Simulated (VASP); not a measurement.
Write the native input for VASP 6.6.1 that does the following.

```
Task                   : relaxation of cell and atoms
Functional             : PBE
Potentials or basis    : VASP PAW PBE potentials, release 64 (Tl_d, Os)
Cutoff                 : 600 eV
k mesh                 : 4 × 4 × 4
Occupations            : gaussian, width 0.1 eV
Spin                   : no spin polarisation
Dipole correction      : no
Further INCAR settings : ALGO = Normal; EDIFF = 1e-07; IBRION = 2; EDIFFG = -0.04; NSW = 90; ISIF = 3
```

The structure of TlOs3 lies in POSCAR:

```
TlOs3
1.0
    4.0708928315      0.0000000000      0.0000000000
    0.0000000000      4.0708928315      0.0000000000
    0.0000000000      0.0000000000      4.0708928315
Tl Os
1 3
Direct
    0.0000000000      0.0000000000      0.0000000000
    0.0000000000      0.5000000000      0.5000000000
    0.5000000000      0.0000000000      0.5000000000
    0.5000000000      0.5000000000      0.0000000000
```

The input as run:

INCAR

```
SYSTEM = TlOs3
PREC = Accurate ; ENCUT = 600
EDIFF = 1E-7 ; ISMEAR = 0
SIGMA = 0.1 ; LREAL = .FALSE.
LASPH = .TRUE. ; NELM = 100
ALGO = Normal ; ISIF = 3
LWAVE = .FALSE. ; LCHARG = .FALSE.
GGA = PE ; IBRION = 2
NSW = 90 ; EDIFFG = -0.04
```

KPOINTS

```
Automatic mesh
0
G
  4 4 4
  0 0 0
```

Potentials or basis: VASP PAW PBE potentials, release 64 (Tl_d, Os).

Run with:

```console
$ cat potpaw_PBE.64/Tl_d/POTCAR potpaw_PBE.64/Os/POTCAR > POTCAR
$ mpirun -np 1 vasp_std > vasp.out
```

It gave:

The relaxed volume is 16.26 Å³/atom. The relaxed cell is a = 4.021 Å, b = 4.021 Å, c = 4.021 Å, α = 90.00°, β = 90.00°, γ = 90.00° and the space group after relaxing (to 0.1 Å) is Pm-3m (No. 221). The energy gained by relaxing is 18.3 meV/atom and the ionic steps are 3. The pressure after relaxing is -0.4 GPa and the band gap on the k mesh is zero (an odd number of electrons rules out a gap without spin polarisation).

Caveat: the k points lie up to 0.39 Å⁻¹ apart in the final cell, too coarse for converged energies and pressures of a metal; spin-orbit coupling is left out, which moves the levels of the heavy elements.

Run time: 71 s on 1 thread of AMD EPYC 7R13, on a shared host, peak memory 0.19 GiB.
